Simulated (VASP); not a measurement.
# W (Pm-3m) in VASP: a series of runs, part 2 of 2

VASP 6.6.1.

### 3 Relaxation of cell and atoms, PBE

This run uses another cell than the first one, of 17.37 Å³/atom, 0.944 times its volume.

INCAR

```
SYSTEM = W
PREC     = Accurate       ! precision mode
ENCUT    = 600            ! plane-wave cutoff, eV
EDIFF    = 1E-6           ! SCF threshold, eV
ISMEAR   = -1             ! smearing method
SIGMA    = 0.1            ! smearing width, eV
LREAL    = .FALSE.        ! projectors in reciprocal space
LASPH    = .TRUE.         ! aspherical terms in the spheres
NELM     = 60             ! most SCF steps
ALGO     = Normal         ! electronic algorithm
ISIF     = 3              ! what is computed and relaxed
LWAVE    = .FALSE.        ! write WAVECAR
LCHARG   = .FALSE.        ! write CHGCAR
GGA      = PE             ! functional
IBRION   = 2              ! ionic algorithm
NSW      = 60             ! ionic steps
EDIFFG   = -0.01          ! ionic threshold
```

KPOINTS

```
Automatic mesh
0
G
  9 9 9
  0 0 0
```

POSCAR

```
W
1.0
    2.5900000000      0.0000000000      0.0000000000
    0.0000000000      2.5900000000      0.0000000000
    0.0000000000      0.0000000000      2.5900000000
W
1
Direct
    0.0000000000      0.0000000000      0.0000000000
```

Potentials or basis: VASP PAW PBE potentials, release 64 (W_sv).

Run with:

```
> cat potpaw_PBE.64/W_sv/POTCAR > POTCAR
> mpirun -np 1 vasp_std > vasp.out
```

OUTCAR:

```text
SYSTEM = W
   PREC = Accurate
   ENCUT = 600
   EDIFF = 1E-6
   ISMEAR = -1
   LREAL = .FALSE.
   LASPH = .TRUE.
   NELM = 60
   ISIF = 3
   GGA = PE
   IBRION = 2
   NSW = 60
   EDIFFG = -0.01

 ion  position               nearest neighbor table
   1  0.000  0.000  0.000-

  LATTYP: Found a simple cubic cell.
 ALAT       =     2.5900000000

  Lattice vectors:

 A1 = (   2.5900000000,   0.0000000000,   0.0000000000)
 A2 = (   0.0000000000,   2.5900000000,   0.0000000000)
 A3 = (   0.0000000000,   0.0000000000,   2.5900000000)

Analysis of symmetry for initial positions (statically):
=====================================================================
 Subroutine PRICEL returns:
 Original cell was already a primitive cell.

 Routine SETGRP: Setting up the symmetry group for a
 simple cubic supercell.

 Subroutine GETGRP returns: Found 48 space group operations
 (whereof 48 operations were pure point group operations)
 out of a pool of 48 trial point group operations.

The static configuration has the point symmetry O_h .

Analysis of symmetry for dynamics (positions and initial velocities):
=====================================================================
 Subroutine PRICEL returns:
 Original cell was already a primitive cell.

 Routine SETGRP: Setting up the symmetry group for a
 simple cubic supercell.

 Subroutine GETGRP returns: Found 48 space group operations
 (whereof 48 operations were pure point group operations)
 out of a pool of 48 trial point group operations.

The dynamic configuration has the point symmetry O_h .

 Subroutine INISYM returns: Found 48 space group operations
 (whereof 48 operations are pure point group operations),
 and found     1 'primitive' translations

----------------------------------------------------------------------------------------

                                     Primitive cell

  volume of cell :      17.3740

  direct lattice vectors                    reciprocal lattice vectors
     2.590000000  0.000000000  0.000000000     0.386100386  0.000000000  0.000000000
     0.000000000  2.590000000  0.000000000     0.000000000  0.386100386  0.000000000
[... 96 lines left out ...]
   EMIN   =  10.00;   EMAX   =-10.00  energy-range for DOS
   EFERMI =   0.00;   METHOD = LEGACY
   ISMEAR =    -1;   SIGMA  =   0.10  broadening in eV -4-tet -1-fermi 0-gaus
   EFERMI_NEDOS =   21; number of points for ismear=-14 and -15
   IALGO  =     38    algorithm
   IMIX   =      4    mixing-type and parameters
     AMIX     =   0.40;   BMIX     =  1.00
     AMIX_MAG =   1.60;   BMIX_MAG =  1.00
  volume/ion in A,a.u.               =      17.37       117.25
  Fermi-wavevector in a.u.,A,eV,Ry     =   1.523413  2.878834 31.576239  2.320788
  Thomas-Fermi vector in A             =   2.631860
   LORBIT       =      0    0 simple, 1 ext, 2 COOP (PROOUT), +10 PAW based schemes
   GGA     = PE    functional components
   LHFCALC =     F    Hartree Fock is set to
   AEXX    =    0.0000 exact exchange contribution
   IVDW    =     0    specifies the selected vdW correction
   LEPSILON=     F    determine dielectric tensor
   LRPA    =     F    only Hartree local field effects (RPA)
 conjugate gradient relaxation of ions
 non-spin polarized calculation
  energy-cutoff  :      600.00
  volume of cell :       17.37
 maximum number of plane-waves:       588
 NGX is ok and might be reduce to    24
   NGX = 11   NGY = 11   NGZ = 11

--------------------------------------- Ionic step        1  -------------------------------------------

 number of electron      13.9999999 magnetization

 Free energy of the ion-electron system (eV)
  ---------------------------------------------------
  ext. energy  EPLUGINS =         0.00000000
  ---------------------------------------------------
  free energy    TOTEN  =       -11.46664799 eV

  energy without entropy =      -11.42550375  energy(sigma->0) =      -11.44607587

 E-fermi :  10.1608     XC(G=0): -12.9755

 val. band max:        9.9933607483   @ k =   0.3333   0.2222   0.2222
 cond. band min:      10.1888592144   @ k =   0.4444   0.3333   0.1111
 fundamental gap:      0.1954984661
 Fermi energy:        10.1608462484

 k-point     1 :       0.0000    0.0000    0.0000
  band No.  band energies     occupation
      1     -63.9811      2.00000
      2     -27.5161      2.00000
      3     -27.5161      2.00000
      4     -27.5161      2.00000
      5       1.2194      2.00000
      6       5.4581      2.00000
      7       5.4581      2.00000
      8      15.1257      0.00000
      9      15.1257      0.00000
     10      15.1257      0.00000
     11      25.1724      0.00000
[... 426 lines left out ...]
--------------------------------------- Ionic step        4  -------------------------------------------

 number of electron      14.0000001 magnetization

 Free energy of the ion-electron system (eV)
  ---------------------------------------------------
  ext. energy  EPLUGINS =         0.00000000
  ---------------------------------------------------
  free energy    TOTEN  =       -11.51344219 eV

  energy without entropy =      -11.46867404  energy(sigma->0) =      -11.49105812

 E-fermi :   9.3542     XC(G=0): -12.6431

 val. band max:        9.3142705536   @ k =   0.4444   0.4444   0.2222
 cond. band min:       9.4189198064   @ k =   0.4444   0.3333   0.1111
 fundamental gap:      0.1046492528
 Fermi energy:         9.3542188166

 k-point     1 :       0.0000    0.0000    0.0000
  band No.  band energies     occupation
      1     -64.8231      2.00000
      2     -28.4480      2.00000
      3     -28.4480      2.00000
      4     -28.4480      2.00000
      5       0.7349      2.00000
      6       4.9970      2.00000
      7       4.9971      2.00000
      8      13.9216      0.00000
      9      13.9216      0.00000
     10      13.9216      0.00000
     11      23.8312      0.00000
[... 350 lines left out ...]
  FREE ENERGIE OF THE ION-ELECTRON SYSTEM (eV)
  ---------------------------------------------------
  free  energy   TOTEN  =       -11.5134421921 eV

  energy  without entropy=      -11.4686740446  energy(sigma->0) =      -11.49105812

 reached required accuracy - stopping structural energy minimisation
```

CONTCAR:

```text
W
   1.00000000000000
     2.6432525067003576    0.0000000000000000   -0.0000000000000000
     0.0000000000000000    2.6432525067003576   -0.0000000000000000
     0.0000000000000000    0.0000000000000000    2.6432525067003576
  W
     1
Direct
     0.0000000000000000    0.0000000000000000    0.0000000000000000

  0.00000000E+00  0.00000000E+00  0.00000000E+00
```

Wall time 7.5 s (1 thread of Intel Xeon 6975P-C (Granite Rapids), shared host); peak memory 0.15 GiB.

What came out:

```yaml
Free_energy: -11.5134 eV
Relaxed_volume: 18.47 Å³/atom
Relaxed_cell: a = 2.643 Å, b = 2.643 Å, c = 2.643 Å, α = 90.00°, β = 90.00°, γ = 90.00°
Space_group_after_relaxing_to_0.05_Å: Pm-3m (No. 221)
Energy_gained_by_relaxing: 46.8 meV/atom
Ionic_steps: 4
Pressure_after_relaxing: -0.1 GPa
Band_gap_on_the_k_mesh: zero (band 7 reaches 10.99 eV, above the bottom of band 8 at 8.77 eV)
```

Step by step:
```
step  energy change (eV)  largest force (eV/Å)  pressure (GPa)  volume (Å³)
   1              0.0000                0.0000           14.50        17.37
   2              0.2273                0.0000          -24.19        21.64
   3             -0.0466                0.0000           -0.78        18.53
   4             -0.0468                0.0000           -0.05        18.47
```

Final structure:
```
CELL_PARAMETERS angstrom
2.64325 0.00000 0.00000
0.00000 2.64325 0.00000
0.00000 0.00000 2.64325
ATOMIC_POSITIONS crystal
W 0.00000 0.00000 0.00000
```

Levels at points of the mesh, in eV from the Fermi level:
```
           k point  band 5  band 6  band 7  band 8  band 9  band 10
(0.00, 0.00, 0.00)   -8.62   -4.36   -4.36    4.57    4.57     4.57
```

Caveat: spin-orbit coupling is left out, which moves the levels of the heavy elements.
